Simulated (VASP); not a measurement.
# NaI (I4mm) in VASP: further runs

Runs on NaI. Level: PBE. Tasks: electric field gradients.

Everything below comes from runs of VASP 6.6.1. Logs are shortened: lines on timing, memory, paths and dates and some standing lists are left out, and cuts for length are marked.

### 1 The cell of the first run

The structure is tetragonal, space group I4mm (No. 107). The conventional cell has a = 4.577 Å, b = 4.577 Å, c = 6.473 Å, α = 90.00°, β = 90.00°, γ = 90.00°. Na (site symmetry 4mm) has 6 I at 3.04 to 3.44 Å within 4.0 Å. I (site symmetry 4mm) has 6 Na at 3.04 to 3.44 Å within 4.0 Å.

### 2 Electric field gradients, PBE (atom 2 (I) moved by [0.0, 0.0, 0.2] A)

File INCAR:

```
PREC = Accurate
ENCUT = 520
EDIFF = 1E-8
ISMEAR = -1
SIGMA = 0.02
LREAL = False
LASPH = True
NELM = 80
ALGO = Normal
ISIF = 2
LWAVE = False
LCHARG = False
GGA = PE
LEFG = True
NBANDS = 14
```

File KPOINTS:

```
Automatic mesh
0
Gamma
  8 8 8
```

File POSCAR:

```
NaI
1.0
    0.0000000000      3.2364000000      3.2364000000
    3.2364000000      0.0000000000      3.2364000000
    3.2364000000      3.2364000000      0.0000000000
Na I
1 1
Direct
    0.0000000000      0.0000000000      0.0000000000
    0.5308985292      0.5308985292      0.4691014708
```

Potentials or basis: VASP PAW PBE potentials, release 64 (Na_pv, I).

Run with:

```
$ cat potpaw_PBE.64/Na_pv/POTCAR potpaw_PBE.64/I/POTCAR > POTCAR
$ mpirun -np 1 vasp_std > vasp.out
```

OUTCAR:

```text
PREC = Accurate
   ENCUT = 520
   EDIFF = 1E-8
   ISMEAR = -1
   LREAL = False
   LASPH = True
   NELM = 80
   ISIF = 2
   GGA = PE

 ion  position               nearest neighbor table
   1  0.000  0.000  0.000-   2 3.04
   2  0.531  0.531  0.469-   1 3.04

  LATTYP: Found a face centered cubic cell.
 ALAT       =     6.4728000000

  Lattice vectors:

 A1 = (   0.0000000000,   3.2364000000,   3.2364000000)
 A2 = (   3.2364000000,   0.0000000000,   3.2364000000)
 A3 = (   3.2364000000,   3.2364000000,   0.0000000000)

Analysis of symmetry for initial positions (statically):
=====================================================================
 Subroutine PRICEL returns:
 Original cell was already a primitive cell.

 Routine SETGRP: Setting up the symmetry group for a
 face centered cubic supercell.

 Subroutine GETGRP returns: Found  8 space group operations
 (whereof  8 operations were pure point group operations)
 out of a pool of 48 trial point group operations.

The static configuration has the point symmetry C_4v.

Analysis of symmetry for dynamics (positions and initial velocities):
=====================================================================
 Subroutine PRICEL returns:
 Original cell was already a primitive cell.

 Routine SETGRP: Setting up the symmetry group for a
 face centered cubic supercell.

 Subroutine GETGRP returns: Found  8 space group operations
 (whereof  8 operations were pure point group operations)
 out of a pool of 48 trial point group operations.

The dynamic configuration has the point symmetry C_4v.

 Subroutine INISYM returns: Found  8 space group operations
 (whereof  8 operations are pure point group operations),
 and found     1 'primitive' translations

----------------------------------------------------------------------------------------

                                     Primitive cell

  volume of cell :      67.7980

  direct lattice vectors                    reciprocal lattice vectors
     0.000000000  3.236400000  3.236400000    -0.154492646  0.154492646  0.154492646
     3.236400000  0.000000000  3.236400000     0.154492646 -0.154492646  0.154492646
     3.236400000  3.236400000  0.000000000     0.154492646  0.154492646 -0.154492646

  length of vectors
     4.576960773  4.576960773  4.576960773     0.267589113  0.267589113  0.267589113

  position of ions in fractional coordinates (direct lattice)
     0.000000000  0.000000000  0.000000000
     0.530898529  0.530898529  0.469101471

  ion indices of the primitive-cell ions
   primitive index   ion index
                 1           1
                 2           2

----------------------------------------------------------------------------------------

 KPOINTS: Automatic mesh

Automatic generation of k-mesh.
 Grid dimensions read from file:
 generate k-points for:    8    8    8

 Generating k-lattice:

  Cartesian coordinates                     Fractional coordinates (reciprocal lattice)
    -0.019311581  0.019311581  0.019311581     0.125000000  0.000000000  0.000000000
     0.019311581 -0.019311581  0.019311581     0.000000000  0.125000000  0.000000000
     0.019311581  0.019311581 -0.019311581     0.000000000  0.000000000  0.125000000

  Length of vectors
     0.033448639  0.033448639  0.033448639

  Shift w.r.t. Gamma in fractional coordinates (k-lattice)
     0.000000000  0.000000000  0.000000000

 Subroutine IBZKPT returns following result:
 ===========================================

 Found     59 irreducible k-points:

 Following reciprocal coordinates:
            Coordinates               Weight
  0.000000  0.000000  0.000000      1.000000
  0.125000  0.000000  0.000000      8.000000
  0.250000  0.000000  0.000000      8.000000
  0.375000  0.000000  0.000000      8.000000
  0.500000  0.000000  0.000000      4.000000
  0.125000  0.125000  0.000000      2.000000
[... 16 lines left out ...]
  0.000000  0.375000  0.250000     16.000000
  0.500000  0.250000  0.000000      8.000000
 [... further k-points ...]
   k-points           NKPTS =     59   k-points in BZ     NKDIM =     59   number of bands    NBANDS=     14
   number of dos      NEDOS =    301   number of ions     NIONS =      2
   total plane-waves  NPLWV =  46656
   dimension x,y,z NGX =    36 NGY =   36 NGZ =   36
   dimension x,y,z NGXF=    72 NGYF=   72 NGZF=   72
   ions per type =               1   1
   NGX,Y,Z   is equivalent  to a cutoff of  13.08, 13.08, 13.08 a.u.
   NGXF,Y,Z  is equivalent  to a cutoff of  26.15, 26.15, 26.15 a.u.
 SYSTEM =  unknown system
   PREC   = accura    normal or accurate (medium, high low for compatibility)
   ISTART =      0    job   : 0-new  1-cont  2-samecut
   ICHARG =      2    charge: 1-file 2-atom 10-const
   ISPIN  =      1    spin polarized calculation?
   LNONCOLLINEAR =      F non collinear calculations
   LSORBIT =      F    spin-orbit coupling
   LASPH  =      T    aspherical Exc in radial PAW
   ENCUT  =  520.0 eV  38.22 Ry    6.18 a.u.   8.51  8.51  8.51*2*pi/ulx,y,z
   NELM   =     80;   NELMIN=  2; NELMDL= -5     # of ELM steps
   EDIFF  = 0.1E-07   stopping-criterion for ELM
   LREAL  =      F    real-space projection
   EDIFFG = 0.1E-06   stopping-criterion for IOM
   NSW    =      0    number of steps for IOM
   IBRION =     -1    ionic relax: 0-MD 1-quasi-New 2-CG
   NFREE  =      0    steps in history (QN), initial steepest desc. (CG)
   ISIF   =      2    stress and relaxation
   ISYM   =      2    0-nonsym 1-usesym 2-fastsym
   POTIM  = 0.5000    time-step for ionic-motion
   TEBEG  =    0.0;   TEEND  =   0.0 temperature during run
   PSTRESS=    0.0 pullay stress
   NELECT =      14.0000    total number of electrons
   NUPDOWN=      -1.0000    fix difference up-down
   EMIN   =  10.00;   EMAX   =-10.00  energy-range for DOS
   EFERMI =   0.00;   METHOD = LEGACY
   ISMEAR =    -1;   SIGMA  =   0.02  broadening in eV -4-tet -1-fermi 0-gaus
   EFERMI_NEDOS =   21; number of points for ismear=-14 and -15
   IALGO  =     38    algorithm
   IMIX   =      4    mixing-type and parameters
     AMIX     =   0.40;   BMIX     =  1.00
     AMIX_MAG =   1.60;   BMIX_MAG =  1.00
  volume/ion in A,a.u.               =      33.90       228.76
  Fermi-wavevector in a.u.,A,eV,Ry     =   0.967636  1.828567 12.739397  0.936319
  Thomas-Fermi vector in A             =   2.097538
   LORBIT       =      0    0 simple, 1 ext, 2 COOP (PROOUT), +10 PAW based schemes
   GGA     = PE    functional components
   LHFCALC =     F    Hartree Fock is set to
   AEXX    =    0.0000 exact exchange contribution
   IVDW    =     0    specifies the selected vdW correction
   LEPSILON=     F    determine dielectric tensor
   LRPA    =     F    only Hartree local field effects (RPA)
 non-spin polarized calculation
  energy-cutoff  :      520.00
  volume of cell :       67.80
 maximum number of plane-waves:      1850
 NGX is ok and might be reduce to    36
   NGX = 17   NGY = 17   NGZ = 17

 number of electron      13.9999993 magnetization

 Free energy of the ion-electron system (eV)
  ---------------------------------------------------
  ext. energy  EPLUGINS =         0.00000000
  ---------------------------------------------------
  free energy    TOTEN  =        -5.36574847 eV

  energy without entropy =       -5.36574847  energy(sigma->0) =       -5.36574847

 E-fermi :   1.2670     XC(G=0):  -7.6990

 val. band max:        0.8041161992   @ k =   0.0000   0.0000   0.0000
 cond. band min:       4.4520417835   @ k =   0.0000   0.0000   0.0000
 fundamental gap:      3.6479255843
 Fermi energy:         1.2670082331

 k-point     1 :       0.0000    0.0000    0.0000
  band No.  band energies     occupation
      1     -21.6234      2.00000
      2     -21.6217      2.00000
      3     -21.6217      2.00000
      4     -10.2154      2.00000
      5       0.7891      2.00000
      6       0.8041      2.00000
      7       0.8041      2.00000
      8       4.4520      0.00000
      9       8.7336      0.00000
     10       8.7336      0.00000
     11       8.7505      0.00000
     12      10.5611      0.00000
     13      10.5995      0.00000
     14      11.2216      0.00000
[... 375 lines left out ...]
 k-point    24 :       0.5000    0.2500    0.0000
  band No.  band energies     occupation
      1     -21.6271      2.00000
      2     -21.6238      2.00000
      3     -21.6228      2.00000
      4      -9.8644      2.00000
      5      -1.0089      2.00000
      6      -0.1199      2.00000
      7       0.2788      2.00000
      8       6.2862      0.00000
      9       7.5162      0.00000
     10       8.6575      0.00000
     11       9.5080      0.00000
     12      11.5297      0.00000
     13      13.1228      0.00000
     14      13.6194      0.00000

 [... further k-points ...]
[... 5 lines left out ...]
  --------------------------------------------------------------------------------------
  -------------------------------------------------------------------------------------
  Total        0.1648603      0.1648603      0.4932896      0.0000000      0.0000000      0.0000000
  in kB        3.8959208      3.8959208     11.6572463      0.0000000      0.0000000      0.0000000
  external PRESSURE =       6.4830293 kB  Pullay stress =       0.0000000 kB

 VOLUME and BASIS-vectors are now :
 -----------------------------------------------------------------------------
  energy-cutoff  :      520.00
  volume of cell :       67.80
      direct lattice vectors                 reciprocal lattice vectors
     0.000000000  3.236400000  3.236400000    -0.154492646  0.154492646  0.154492646
     3.236400000  0.000000000  3.236400000     0.154492646 -0.154492646  0.154492646
     3.236400000  3.236400000  0.000000000     0.154492646  0.154492646 -0.154492646

 POSITION                                       TOTAL-FORCE (eV/Angst)
 -----------------------------------------------------------------------------------
      0.00000      0.00000      0.00000         0.000000      0.000000      0.207572
      3.23640      3.23640      3.43640         0.000000      0.000000     -0.207572
 -----------------------------------------------------------------------------------
    total drift:                               -0.000000     -0.000000     -0.000128

  FREE ENERGIE OF THE ION-ELECTRON SYSTEM (eV)
  ---------------------------------------------------
  free  energy   TOTEN  =        -5.3657484710 eV

  energy  without entropy=       -5.3657484710  energy(sigma->0) =       -5.36574847

 Electric field gradients (V/A^2)
---------------------------------------------------------------------
 ion       V_xx      V_yy      V_zz      V_xy      V_xz      V_yz
---------------------------------------------------------------------
   1       0.606     0.606    -1.212     0.003     0.003     0.003
   2       2.536     2.536    -5.072    -0.000    -0.000    -0.000
---------------------------------------------------------------------

 Electric field gradients after diagonalization (V/A^2)
 (convention: |V_zz| > |V_xx| > |V_yy|)
----------------------------------------------------------------------
 ion       V_xx      V_yy      V_zz     asymmetry (V_yy - V_xx)/ V_zz
----------------------------------------------------------------------
   1       0.609     0.603    -1.212       0.006
   2       2.536     2.536    -5.072       0.000
----------------------------------------------------------------------

           NMR quadrupolar parameters

 Cq : quadrupolar parameter    Cq=e*Q*V_zz/h
 eta: asymmetry parameters     (V_yy - V_xx)/ V_zz
 Q  : nuclear electric quadrupole moment in mb (millibarn)
----------------------------------------------------------------------
 ion       Cq(MHz)       eta       Q (mb)
----------------------------------------------------------------------
   1      -0.003       0.006       1.000
   2      -0.012       0.000       1.000
----------------------------------------------------------------------
```

Wall time 38 s (1 thread of AMD EPYC 9R14 (Zen 4), shared host); peak memory 0.2 GiB.

Results:

```
Free energy            : -5.3657 eV
Pressure               : 0.6 GPa
Largest force          : 0.208 eV/Å
Band gap on the k mesh : 3.65 eV, direct
```

Forces on the atoms (eV/Å):
```
Na   0.000  0.000  0.208
I    0.000  0.000 -0.208
```

Stress tensor (GPa, compression positive):
```
0.39 0.00 0.00
0.00 0.39 0.00
0.00 0.00 1.17
```

Electric field gradients, principal values (V/Å²):
```
atom  least  middle  greatest (by size)
1 Na  0.603   0.609              -1.212
 2 I  2.536   2.536              -5.072
```

Caveat: the cell differs from its parent crystal (atom 2 (I) moved by [0.0, 0.0, 0.2] A); without QUAD_EFG the Cq values of the log hold for a quadrupole moment of 1 mb, not for the nuclei; spin-orbit coupling is left out, which moves the levels of the heavy elements.

[end of part 1 of 2]
